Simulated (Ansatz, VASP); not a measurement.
## Br: VASP beside Ansatz

```
CELL_PARAMETERS angstrom
3.95719 0.00000 0.00000
-1.97859 3.42702 0.00000
0.00000 0.00000 2.59724
ATOMIC_POSITIONS crystal
Br 0.00000 0.00000 0.00000
```

Alike in both runs: functional PBE; k mesh 15 × 15 × 14; occupations gaussian, width 0.1 eV; no spin polarisation.

Ansatz relaxed the structure, and its values are those at the end. VASP's run is a single point on that final structure, the one shown.

```csv
,VASP,Ansatz
version,VASP 6.6.1,Ansatz 0.2.0
potentials or method,"VASP PAW PBE potentials, release 64 (Br), cutoff 520 eV","scalar-relativistic, plane waves, PAW"
valence electrons in the cell,7,7
```

```csv
,VASP,Ansatz,Ansatz less VASP
gap on the k mesh at the Fermi level (eV),none,none,-
pressure (GPa),0.0,0.0,0.00
```

A gap of «none» marks a metal or a gap that the smearing closes. The functional is the same, so the differences come from potentials, cutoffs and numerics.
